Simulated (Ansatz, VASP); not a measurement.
**One calculation of Ag, two programs**

INCAR

```
SYSTEM = Ag
PREC = Accurate
ENCUT = 520
EDIFF = 1E-6
ISMEAR = 0
SIGMA = 0.15
LREAL = .FALSE.
LASPH = .TRUE.
NELM = 100
ALGO = Normal
ISIF = 2
LWAVE = .FALSE.
LCHARG = .FALSE.
GGA = PE
NBANDS = 12
```

File KPOINTS:

```
Automatic mesh
0
G
  10 10 10
  0 0 0
```

Contents of POSCAR:

```
Ag
1.0
    0.0000000000      2.0431000000      2.1452550000
    2.0431000000      0.0000000000      2.1452550000
    2.0431000000      2.0431000000      0.0000000000
Ag
1
Direct
    0.0000000000      0.0000000000      0.0000000000
```

Input for Ansatz:

```yaml
crystal:
  lattice:
    - [0.0, 2.0431, 2.145255]
    - [2.0431, 0.0, 2.145255]
    - [2.0431, 2.0431, 0.0]
  atoms:
    - { symbol: Ag, position: [0.0, 0.0, 0.0] }
basis:
  ecutwfc: 420
kpoints:
  mp_grid: { grid: [10, 10, 10] }
hamiltonian:
  xc: pbe
scf:
  occupations: { method: gaussian, width: 0.15 }
output:
  forces: true
  stress: true
  eigenvalues: true
```

Change from the starting cell: strain +0.0500 x Voigt [0, 0, 1, 0, 0, 0], atoms carried along.

Alike in both runs: task single point; functional PBE; k mesh 10 × 10 × 10; occupations gaussian, width 0.15 eV; no spin polarisation.

|  | VASP | Ansatz |
| --- | --- | --- |
| version | VASP 6.6.1 | Ansatz 0.2.0 |
| potentials or method | VASP PAW PBE potentials, release 64 (Ag), cutoff 520 eV | scalar-relativistic, plane waves, PAW |
| valence electrons in the cell | 11 | 19 |

VASP gave:

- gap on the k mesh at the Fermi level (eV): none
- pressure (GPa): -0.1
- traceless stress, the component that is largest in VASP (GPa): -0.70

What did Ansatz give for the same quantities?

gap on the k mesh at the Fermi level (eV): none; pressure (GPa): 0.0; traceless stress, the component that is largest in VASP (GPa): -0.71.

A gap of «none» marks a metal or a gap that the smearing closes. The functional is the same, so the differences come from potentials, cutoffs and numerics. VASP's potentials hold 11 valence electrons a cell and Ansatz's 19, so a difference there can come from the potentials and not from the codes.
